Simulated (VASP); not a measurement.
# I (I4/mmm) in VASP: further runs

The runs below take I through single point, with PBEsol.

Everything below comes from runs of VASP 6.6.1. Logs are shortened: lines on timing, memory, paths and dates and some standing lists are left out, and cuts for length are marked.

### 1 The cell of the first run

It takes space group I4/mmm (No. 139, tetragonal). Conventional cell: a = 3.235 Å, b = 3.235 Å, c = 8.530 Å, α = 90.00°, β = 90.00°, γ = 90.00°. Within 4.3 Å of I (site symmetry 4/mmm) lie 4 I at 3.23 Å.

### 2 Single point, PBEsol

The input, INCAR:

```
SYSTEM = I
PREC = Accurate
ENCUT = 520
EDIFF = 1E-6
ISMEAR = 0
SIGMA = 0.15
LREAL = .False.
LASPH = .True.
NELM = 100
ALGO = Normal
ISIF = 2
LWAVE = .False.
LCHARG = .False.
GGA = PS
NBANDS = 10
```

The input, KPOINTS:

```
regular mesh
0
Gamma
  22 22 22
  0 0 0
```

The input, POSCAR:

```
I
1.0
   -1.6174560000      1.6174560000      4.2648080000
    1.6174560000     -1.6174560000      4.2648080000
    1.6174560000      1.6174560000     -4.2648080000
I
1
Direct
    0.0000000000      0.0000000000      0.0000000000
```

Potentials or basis: VASP PAW PBE potentials, release 64 (I).

Launch:

```bash
$ cat potpaw_PBE.64/I/POTCAR > POTCAR
$ mpirun -np 1 vasp_std > vasp.out
```

OUTCAR:

```text
SYSTEM = I
   PREC = Accurate
   ENCUT = 520
   EDIFF = 1E-6
   ISMEAR = 0
   LREAL = .False.
   LASPH = .True.
   NELM = 100
   ISIF = 2
   GGA = PS

 ion  position               nearest neighbor table
   1  0.000  0.000  0.000-

  LATTYP: Found a body centered tetragonal cell.
 ALAT       =     3.2349120000
 C/A-ratio  =     2.6367381864

  Lattice vectors:

 A1 = (  -1.6174560000,   1.6174560000,   4.2648080000)
 A2 = (   1.6174560000,  -1.6174560000,   4.2648080000)
 A3 = (   1.6174560000,   1.6174560000,  -4.2648080000)

Analysis of symmetry for initial positions (statically):
=====================================================================
 Subroutine PRICEL returns:
 Original cell was already a primitive cell.

 Routine SETGRP: Setting up the symmetry group for a
 body centered tetragonal supercell.

 Subroutine GETGRP returns: Found 16 space group operations
 (whereof 16 operations were pure point group operations)
 out of a pool of 16 trial point group operations.

The static configuration has the point symmetry D_4h.

Analysis of symmetry for dynamics (positions and initial velocities):
=====================================================================
 Subroutine PRICEL returns:
 Original cell was already a primitive cell.

 Routine SETGRP: Setting up the symmetry group for a
 body centered tetragonal supercell.

 Subroutine GETGRP returns: Found 16 space group operations
 (whereof 16 operations were pure point group operations)
 out of a pool of 16 trial point group operations.

The dynamic configuration has the point symmetry D_4h.

 Subroutine INISYM returns: Found 16 space group operations
 (whereof 16 operations are pure point group operations),
 and found     1 'primitive' translations

----------------------------------------------------------------------------------------

                                     Primitive cell

  volume of cell :      44.6297

  direct lattice vectors                    reciprocal lattice vectors
    -1.617456000  1.617456000  4.264808000     0.000000000  0.309127420  0.117238572
     1.617456000 -1.617456000  4.264808000     0.309127420  0.000000000  0.117238572
     1.617456000  1.617456000 -4.264808000     0.309127420  0.309127420  0.000000000

  length of vectors
     4.839515999  4.839515999  4.839515999     0.330612529  0.330612529  0.437172190

  position of ions in fractional coordinates (direct lattice)
     0.000000000  0.000000000  0.000000000

  ion indices of the primitive-cell ions
   primitive index   ion index
                 1           1

----------------------------------------------------------------------------------------

 KPOINTS: regular mesh

Automatic generation of k-mesh.
 Grid dimensions read from file:
 generate k-points for:   22   22   22

 Generating k-lattice:

  Cartesian coordinates                     Fractional coordinates (reciprocal lattice)
     0.000000000  0.014051246  0.005329026     0.045454545  0.000000000  0.000000000
     0.014051246  0.000000000  0.005329026     0.000000000  0.045454545  0.000000000
     0.014051246  0.014051246  0.000000000     0.000000000  0.000000000  0.045454545

  Length of vectors
     0.015027842  0.015027842  0.019871463

  Shift w.r.t. Gamma in fractional coordinates (k-lattice)
     0.000000000  0.000000000  0.000000000

 Subroutine IBZKPT returns following result:
 ===========================================

 Found    834 irreducible k-points:

 Following reciprocal coordinates:
            Coordinates               Weight
  0.000000  0.000000  0.000000      1.000000
  0.045455 -0.000000  0.000000      8.000000
  0.090909 -0.000000  0.000000      8.000000
  0.136364 -0.000000  0.000000      8.000000
  0.181818  0.000000  0.000000      8.000000
  0.227273  0.000000  0.000000      8.000000
[... 16 lines left out ...]
  0.500000  0.045455  0.000000     16.000000
 -0.454545  0.045455  0.000000     16.000000
 [... further k-points ...]
   k-points           NKPTS =    834   k-points in BZ     NKDIM =    834   number of bands    NBANDS=     10
   number of dos      NEDOS =    301   number of ions     NIONS =      1
   total plane-waves  NPLWV =  46656
   dimension x,y,z NGX =    36 NGY =   36 NGZ =   36
   dimension x,y,z NGXF=    72 NGYF=   72 NGZF=   72
   ions per type =               1
   NGX,Y,Z   is equivalent  to a cutoff of  12.37, 12.37, 12.37 a.u.
   NGXF,Y,Z  is equivalent  to a cutoff of  24.73, 24.73, 24.73 a.u.
 SYSTEM =  I
   PREC   = accura    normal or accurate (medium, high low for compatibility)
   ISTART =      0    job   : 0-new  1-cont  2-samecut
   ICHARG =      2    charge: 1-file 2-atom 10-const
   ISPIN  =      1    spin polarized calculation?
   LNONCOLLINEAR =      F non collinear calculations
   LSORBIT =      F    spin-orbit coupling
   LASPH  =      T    aspherical Exc in radial PAW
   ENCUT  =  520.0 eV  38.22 Ry    6.18 a.u.   9.00  9.00  9.00*2*pi/ulx,y,z
   NELM   =    100;   NELMIN=  2; NELMDL= -5     # of ELM steps
   EDIFF  = 0.1E-05   stopping-criterion for ELM
   LREAL  =      F    real-space projection
   EDIFFG = 0.1E-04   stopping-criterion for IOM
   NSW    =      0    number of steps for IOM
   IBRION =     -1    ionic relax: 0-MD 1-quasi-New 2-CG
   NFREE  =      0    steps in history (QN), initial steepest desc. (CG)
   ISIF   =      2    stress and relaxation
   ISYM   =      2    0-nonsym 1-usesym 2-fastsym
   POTIM  = 0.5000    time-step for ionic-motion
   TEBEG  =    0.0;   TEEND  =   0.0 temperature during run
   PSTRESS=    0.0 pullay stress
   NELECT =       7.0000    total number of electrons
   NUPDOWN=      -1.0000    fix difference up-down
   EMIN   =  10.00;   EMAX   =-10.00  energy-range for DOS
   EFERMI =   0.00;   METHOD = LEGACY
   ISMEAR =     0;   SIGMA  =   0.15  broadening in eV -4-tet -1-fermi 0-gaus
   EFERMI_NEDOS =   21; number of points for ismear=-14 and -15
   IALGO  =     38    algorithm
   IMIX   =      4    mixing-type and parameters
     AMIX     =   0.40;   BMIX     =  1.00
     AMIX_MAG =   1.60;   BMIX_MAG =  1.00
  volume/ion in A,a.u.               =      44.63       301.18
  Fermi-wavevector in a.u.,A,eV,Ry     =   0.882875  1.668392 10.605317  0.779469
  Thomas-Fermi vector in A             =   2.003566
   LORBIT       =      0    0 simple, 1 ext, 2 COOP (PROOUT), +10 PAW based schemes
   GGA     = PS    functional components
   LHFCALC =     F    Hartree Fock is set to
   AEXX    =    0.0000 exact exchange contribution
   IVDW    =     0    specifies the selected vdW correction
   LEPSILON=     F    determine dielectric tensor
   LRPA    =     F    only Hartree local field effects (RPA)
 non-spin polarized calculation
 Gauss-broadening in eV      SIGMA  =   0.15
  energy-cutoff  :      520.00
  volume of cell :       44.63
 maximum number of plane-waves:      1224
   NGX = 17   NGY = 17   NGZ = 17

 number of electron       6.9999999 magnetization

 Free energy of the ion-electron system (eV)
  ---------------------------------------------------
  ext. energy  EPLUGINS =         0.00000000
  ---------------------------------------------------
  free energy    TOTEN  =        -1.66090799 eV

  energy without entropy =       -1.65466087  energy(sigma->0) =       -1.65778443

 E-fermi :   2.5529     XC(G=0):  -7.9368

 val. band max:        2.5483008876   @ k =  -0.2727  -0.3182   0.2273
 cond. band min:       2.5545702148   @ k =   0.2727   0.0909   0.0455
 fundamental gap:      0.0062693273
 Fermi energy:         2.5528980924

 k-point     1 :       0.0000    0.0000    0.0000
  band No.  band energies     occupation
      1     -11.2269      2.00000
      2       0.2452      2.00000
      3       3.3690      0.00000
      4       3.3690      0.00000
      5       6.6213      0.00000
      6       9.8573      0.00000
      7      10.4148      0.00000
      8      14.9259      0.00000
      9      15.0476      0.00000
     10      15.0476      0.00000

 k-point     2 :       0.0455   -0.0000    0.0000
  band No.  band energies     occupation
      1     -11.2059      2.00000
      2       0.2528      2.00000
      3       3.1527      0.00000
      4       3.3849      0.00000
      5       6.6812      0.00000
      6       9.9765      0.00000
      7      10.5703      0.00000
      8      14.0181      0.00000
      9      15.0778      0.00000
     10      15.4262      0.00000

 k-point     3 :       0.0909   -0.0000    0.0000
  band No.  band energies     occupation
      1     -11.1436      2.00000
      2       0.2753      2.00000
      3       2.5944      0.69574
      4       3.4319      0.00000
      5       6.8442      0.00000
      6      10.1454      0.00000
      7      11.1466      0.00000
      8      13.0110      0.00000
      9      15.1682      0.00000
     10      15.5804      0.00000

 k-point     4 :       0.1364   -0.0000    0.0000
  band No.  band energies     occupation
      1     -11.0420      2.00000
      2       0.3120      2.00000
      3       1.8549      2.00000
      4       3.5076      0.00000
      5       7.0876      0.00000
      6      10.2842      0.00000
      7      11.9427      0.00000
      8      12.2067      0.00000
      9      15.3168      0.00000
     10      15.7628      0.00000
[... 222 lines left out ...]
 k-point    22 :       0.4545    0.0455    0.0000
  band No.  band energies     occupation
      1      -9.8820      2.00000
      2      -2.4767      2.00000
      3       0.8101      2.00000
      4       4.0751      0.00000
      5       7.4223      0.00000
      6      11.9202      0.00000
      7      12.0608      0.00000
      8      13.4212      0.00000
      9      13.7798      0.00000
     10      15.7509      0.00000

 k-point    23 :       0.5000    0.0455    0.0000
  band No.  band energies     occupation
      1      -9.8459      2.00000
      2      -2.5689      2.00000
      3       0.8470      2.00000
      4       4.0995      0.00000
      5       7.3567      0.00000
      6      12.0065      0.00000
      7      12.1327      0.00000
      8      13.3412      0.00000
      9      13.6391      0.00000
     10      15.6530      0.00000

 k-point    24 :      -0.4545    0.0455    0.0000
  band No.  band energies     occupation
      1      -9.8858      2.00000
      2      -2.4720      2.00000
      3       0.8502      2.00000
      4       4.0780      0.00000
      5       7.4160      0.00000
      6      11.4426      0.00000
      7      12.0205      0.00000
      8      13.3853      0.00000
      9      14.3693      0.00000
     10      15.7538      0.00000

 [... further k-points ...]
[... 5 lines left out ...]
  --------------------------------------------------------------------------------------
  -------------------------------------------------------------------------------------
  Total       -0.5393590     -0.5393590     -0.1414468      0.0000000     -0.0000000      0.0000000
  in kB      -19.3626183    -19.3626183     -5.0778443      0.0000000     -0.0000000      0.0000000
  external PRESSURE =     -14.6010270 kB  Pullay stress =       0.0000000 kB

 VOLUME and BASIS-vectors are now :
 -----------------------------------------------------------------------------
  energy-cutoff  :      520.00
  volume of cell :       44.63
      direct lattice vectors                 reciprocal lattice vectors
    -1.617456000  1.617456000  4.264808000     0.000000000  0.309127420  0.117238572
     1.617456000 -1.617456000  4.264808000     0.309127420  0.000000000  0.117238572
     1.617456000  1.617456000 -4.264808000     0.309127420  0.309127420  0.000000000

 POSITION                                       TOTAL-FORCE (eV/Angst)
 -----------------------------------------------------------------------------------
      0.00000      0.00000      0.00000         0.000000     -0.000000     -0.000000
 -----------------------------------------------------------------------------------
    total drift:                               -0.000000      0.000000      0.000000

  FREE ENERGIE OF THE ION-ELECTRON SYSTEM (eV)
  ---------------------------------------------------
  free  energy   TOTEN  =        -1.6609079861 eV

  energy  without entropy=       -1.6546608748  energy(sigma->0) =       -1.65778443
```

It took 4.2 min on 1 thread of Intel Xeon Platinum 8375C at 2.90GHz (Ice Lake), shared host; peak memory 0.47 GiB.

Results:

- Free energy: -1.6609 eV
- Pressure: -1.5 GPa

Stress tensor (GPa, compression positive):
```
-1.94  0.00  0.00
 0.00 -1.94  0.00
 0.00  0.00 -0.51
```

Levels at points of the mesh, in eV from the Fermi level:
| k point | band 1 | band 2 | band 3 | band 4 | band 5 | band 6 | band 7 | band 8 | band 9 |
| --- | --- | --- | --- | --- | --- | --- | --- | --- | --- |
| (0.00, 0.00, 0.00) | -13.78 | -2.31 | 0.82 | 0.82 | 4.07 | 7.30 | 7.86 | 12.37 | 12.49 |
| (0.50, 0.00, 0.00) | -12.42 | -5.14 | -1.72 | 1.73 | 4.77 | 9.31 | 9.68 | 10.82 | 11.63 |
| (0.50, 0.50, 0.00) | -11.11 | -3.99 | -3.83 | -0.56 | 3.88 | 6.41 | 9.17 | 10.12 | 11.07 |
| (0.50, 0.50, 0.50) | -13.66 | -3.72 | 0.71 | 0.71 | 7.00 | 7.30 | 9.11 | 12.33 | 14.59 |

Caveat: the PAW data sets were made with another functional, which shifts forces and pressure a little; spin-orbit coupling is left out, which moves the levels of the heavy elements; an odd number of electrons without spin polarisation forces a metal; a magnetic or distorted state may lie lower.

### 3 Single point, PBEsol

The input, INCAR:

```
SYSTEM = I
PREC = Accurate ; ENCUT = 520
EDIFF = 1E-6 ; ISMEAR = 0
SIGMA = 0.15 ; LREAL = .False.
LASPH = .True. ; NELM = 100
ALGO = Normal ; ISIF = 2
LWAVE = .False. ; LCHARG = .False.
GGA = PS ; NBANDS = 10
```

The input, KPOINTS:

```
Automatic mesh
0
Gamma
  20 20 20
  0 0 0
```

POSCAR is that of step 2.

Potentials or basis: VASP PAW PBE potentials, release 64 (I).

Launch:

```bash
$ cat potpaw_PBE.64/I/POTCAR > POTCAR
$ mpirun -np 1 vasp_std > vasp.out
```

Run time: 3.2 min. Hardware: 1 thread of Intel Xeon Platinum 8375C at 2.90GHz (Ice Lake), shared host; peak memory 0.41 GiB.

Results (log left out):

| Item | Value |
| --- | --- |
| Free energy | -1.6566 eV |
| Pressure | -1.4 GPa |

Stress tensor (GPa, compression positive):
```
-1.91  0.00  0.00
 0.00 -1.91  0.00
 0.00  0.00 -0.51
```

Levels at points of the mesh, in eV from the Fermi level:
```
           k point  band 1  band 2  band 3  band 4  band 5  band 6  band 7  band 8  band 9
(0.00, 0.00, 0.00)  -13.75   -2.28    0.84    0.84    4.10    7.33    7.89   12.40   12.52
(0.50, 0.00, 0.00)  -12.39   -5.11   -1.70    1.76    4.79    9.34    9.70   10.85   11.66
(0.50, 0.50, 0.00)  -11.08   -3.96   -3.81   -0.54    3.91    6.44    9.19   10.15   11.10
(0.50, 0.50, 0.50)  -13.63   -3.69    0.74    0.74    7.03    7.33    9.14   12.36   14.62
```

Caveat: the PAW data sets were made with another functional, which shifts forces and pressure a little; spin-orbit coupling is left out, which moves the levels of the heavy elements; an odd number of electrons without spin polarisation forces a metal; a magnetic or distorted state may lie lower.
